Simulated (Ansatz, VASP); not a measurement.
## Two plane-wave programs on BaTiO3

```
Ba Ti O
1.0
     2.94634    1.70107    2.41660
    -2.94634    1.70107    2.41660
     0.00000   -3.40214    2.41660
Ba Ti O
1 1 3
Direct
  0.00928 0.00928 0.00928
  0.52261 0.52261 0.52261
  0.48551 0.96819 0.48551
  0.48551 0.48551 0.96819
  0.96819 0.48551 0.48551
```

Change from the starting cell: equal strain along all axes, cell held, atoms relaxed: +3.0 %.

Alike in both runs: functional PBE; k mesh 6 × 6 × 6; occupations gaussian, width 0.02 eV; no spin polarisation; Hubbard terms Ti d U = 4.0 eV.

Ansatz relaxed the structure, and its values are those at the end. VASP's run is a single point on that final structure, the one shown.

```csv
,VASP,Ansatz
version,VASP 6.6.1,Ansatz 0.2.0
potentials or method,"VASP PAW PBE potentials, release 64 (Ba_sv, Ti_sv, O_h), cutoff 1340 eV","scalar-relativistic, plane waves, PAW"
valence electrons in the cell,40,40
```

```csv
,VASP,Ansatz,Ansatz less VASP
gap on the k mesh at the Fermi level (eV),3.09,3.07,-0.020
least direct gap on the mesh (eV),3.66,3.63,-0.032
pressure (GPa),-3.9,-6.5,-2.63
rms of the force components (eV/Å),0.300,0.002,-0.2981
```

The programs project onto different local orbitals, so the same U acts differently, and such runs can settle in different states. Ansatz's warnings: stress scf threshold loose.

Spin-orbit coupling is off throughout.
